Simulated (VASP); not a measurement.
A run of VASP 6.6.1 is set up as follows.

Contents of INCAR:

```
  ALGO = Normal
  EDIFF = 1E-8
  ENCUT = 520
  GGA = CA
  IBRION = 8
  ISIF = 2
  ISMEAR = -1
  LASPH = True
  LCHARG = False
  LREAL = False
  LWAVE = False
  NELM = 60
  NSW = 1
  PREC = Accurate
  SIGMA = 0.15
```

KPOINTS

```
k-points
0
Gamma
  16 16 16
```

Contents of POSCAR:

```
MnV
1.0
    2.8044622534      0.0000000000      0.0000000000
    0.0000000000      2.8044622534      0.0000000000
    0.0000000000      0.0000000000      2.8044622534
Mn V
1 1
Direct
    0.0000000000      0.0000000000      0.0000000000
    0.5000000000      0.5000000000      0.5000000000
```

Potentials or basis: VASP PAW LDA potentials, release 64 (Mn_pv, V_sv).

Command:

```bash
$ cat potpaw_LDA.64/Mn_pv/POTCAR potpaw_LDA.64/V_sv/POTCAR > POTCAR
$ mpirun -np 1 vasp_std > vasp.out
```

**Question.** What does it give for the highest phonon frequency at Γ?

**Answer.** 264 cm⁻¹.

Phonon frequencies in cm⁻¹ (negative: imaginary):
```tsv
q point	frequencies
(0.000, 0.000, 0.000)	0 0 0 264 264 264
```

Caveat: the cell stands under pressure or tension, which shifts response properties; the run has no spin polarisation, though such a crystal can be magnetic. Spin polarisation is off, so any magnetic state and its effect on volume and gap are missing.
